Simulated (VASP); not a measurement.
Here is a VASP 6.6.1 calculation.

File INCAR:

```
SYSTEM = MgO
PREC = Accurate
ENCUT = 520
EDIFF = 1E-6
ISMEAR = -1
SIGMA = 0.05
LREAL = .FALSE.
LASPH = .TRUE.
NELM = 60
ALGO = Normal
ISIF = 2
LWAVE = .FALSE.
LCHARG = .FALSE.
GGA = PS
NBANDS = 11
```

File KPOINTS:

```
Automatic mesh
0
G
  10 10 10
  0 0 0
```

The input POSCAR:

```
MgO
1.0
    2.9183020482      0.0000000000      0.0000000000
   -1.4591510241      2.5273237096      0.0000000000
    0.0000000000      0.0000000000      2.6616950286
Mg O
1 1
Direct
    0.0000000000      0.0000000000      0.0000000000
    0.3333333333      0.6666666667      0.5000000000
```

Potentials or basis: VASP PAW PBE potentials, release 64 (Mg, O).

Command:

```console
$ cat potpaw_PBE.64/Mg/POTCAR potpaw_PBE.64/O/POTCAR > POTCAR
$ mpirun -np 1 vasp_std > vasp.out
```

(1) What does it give for the band gap on the k mesh?

(2) What does it give for the pressure?

Results:

(1) 3.08 eV, indirect (least direct gap 3.48 eV).

(2) -1.6 GPa.

Caveat: the PAW data sets were made with another functional, which shifts forces and pressure a little.
